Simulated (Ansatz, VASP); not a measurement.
# Two plane-wave programs on SrCl2

The input POSCAR:

```
SrCl2
1.0
    0.0000000000      3.4680725000      3.4855000000
    3.5029275000      0.0000000000      3.4855000000
    3.5029275000      3.4680725000      0.0000000000
Sr Cl
1 2
Direct
    0.0000000000      0.0000000000      0.0000000000
    0.2500000000      0.2500000000      0.2500000000
    0.7500000000      0.7500000000      0.7500000000
```

Contents of INCAR.step1:

```
PREC = Accurate
ENCUT = 520
ISMEAR = 0
SIGMA = 0.05
LREAL = F
LASPH = T
NELM = 60
NBANDS = 19
GGA = PE
ALGO = Normal
EDIFF = 1E-4
LWAVE = T
LCHARG = F
```

INCAR.step2

```
PREC = Accurate
ENCUT = 520
EDIFF = 1E-6
ISMEAR = 0
SIGMA = 0.05
LREAL = F
LASPH = T
NELM = 60
ALGO = Normal
ISIF = 2
LWAVE = F
LCHARG = F
METAGGA = R2SCAN
LMIXTAU = T
NBANDS = 19
ISTART = 1
```

Contents of KPOINTS:

```
Automatic mesh
0
Gamma
  6 6 6
```

Input for Ansatz:

```yaml
crystal:
  lattice:
    - [0.0, 3.4680725, 3.4855]
    - [3.5029275, 0.0, 3.4855]
    - [3.5029275, 3.4680725, 0.0]
  atoms:
    - { symbol: Sr, position: [0.0, 0.0, 0.0] }
    - { symbol: Cl, position: [0.25, 0.25, 0.25] }
    - { symbol: Cl, position: [0.75, 0.75, 0.75] }
basis:
  ecutwfc: 500
kpoints:
  mp_grid: { grid: [6, 6, 6] }
hamiltonian:
  xc: r2scan
scf:
  occupations: { method: gaussian, width: 0.05 }
output:
  forces: true
  stress: true
  eigenvalues: true
```

Change from the starting cell: strain +0.0050 x Voigt [1, -1, 0, 0, 0, 0], atoms carried along.

Alike in both runs: task single point; functional r2SCAN; k mesh 6 × 6 × 6; occupations gaussian, width 0.05 eV; no spin polarisation.

|  | VASP | Ansatz |
| --- | --- | --- |
| version | VASP 6.6.1 | Ansatz 0.2.0 |
| potentials or method | VASP PAW PBE potentials, release 64 (Sr_sv, Cl), cutoff 520 eV | scalar-relativistic, plane waves, PAW |
| valence electrons in the cell | 24 | 24 |

```csv
,VASP,Ansatz,Ansatz less VASP
gap on the k mesh at the Fermi level (eV),5.94,5.94,+0.001
least direct gap on the mesh (eV),5.96,5.95,-0.001
pressure (GPa),0.4,0.4,-0.04
"traceless stress, the component that is largest in VASP (GPa)",0.28,0.28,+0.002
```

VASP's potentials were made for PBE, not for r2SCAN. With one functional, cell and mesh, what is left measures potentials, basis and numerics.
